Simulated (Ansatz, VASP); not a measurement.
# CoMo in VASP and in Ansatz

```
Co Mo
1.0
     2.60192    0.00000    0.00000
    -1.30096    2.25333    0.00000
     0.00000    0.00000    4.03924
Co Mo
1 1
Direct
  0.66667 0.33333 0.50000
  0.33333 0.66667 0.00000
```

Change from the starting cell: volume scaled by 0.9, no spin polarisation, PAW files.

Alike in both runs: task single point; functional LDA; k mesh 14 × 14 × 8; occupations fermi-dirac, width 0.05 eV; no spin polarisation.

|  | VASP | Ansatz |
| --- | --- | --- |
| version | VASP 6.6.1 | Ansatz 0.2.0 |
| potentials or method | VASP PAW LDA potentials, release 64 (Co_sv, Mo_sv) | PAW with Ansatz's default frozen-core files, scalar-relativistic |
| plane-wave cutoff (eV) | 690 | 420 |
| valence electrons in the cell | 31 | 31 |

Ansatz gave:

* pressure (GPa): 16.2
* traceless stress, the component that is largest in VASP (GPa): 0.54

Task: Estimate VASP's values.

Result: Pressure (GPa): 17.0; traceless stress, the component that is largest in VASP (GPa): 0.28.

LDA's correlation is that of Perdew and Zunger in VASP and of Perdew and Wang (1992) in Ansatz.
